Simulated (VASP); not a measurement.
A run of VASP 6.6.1:

Contents of INCAR:

```
PREC = Accurate
ENCUT = 520
EDIFF = 1E-6
ISMEAR = 0
SIGMA = 0.05
LREAL = False
LASPH = True
NELM = 80
ALGO = Normal
ISIF = 2
LWAVE = False
LCHARG = False
GGA = PS
NBANDS = 11
```

The input KPOINTS:

```
Automatic mesh
0
Gamma
  8 8 8
```

Contents of POSCAR:

```
MgS
1.0
    0.0000000000      2.4554372700      2.6016500000
    2.7478627300      0.0000000000      2.6016500000
    2.7478627300      2.4554372700      0.0000000000
Mg S
1 1
Direct
    0.0000000000      0.0000000000      0.0000000000
    0.5000000000      0.5000000000      0.5000000000
```

Potentials or basis: VASP PAW PBE potentials, release 64 (Mg, S).

Run with:

```bash
$ cat potpaw_PBE.64/Mg/POTCAR potpaw_PBE.64/S/POTCAR > POTCAR
$ mpirun -np 1 vasp_std > vasp.out
```

Hardware: 1 thread of Intel(R) Xeon(R) Platinum 8259CL CPU @ 2.50GHz (Skylake/Cascade Lake), on a shared host.

Question: Estimate the wall time of this run.

Answer: It took 36 s on 1 thread of Intel(R) Xeon(R) Platinum 8259CL CPU @ 2.50GHz (Skylake/Cascade Lake) (shared host), peak memory 0.18 GiB. Counts: scf iterations 11, k points 95.
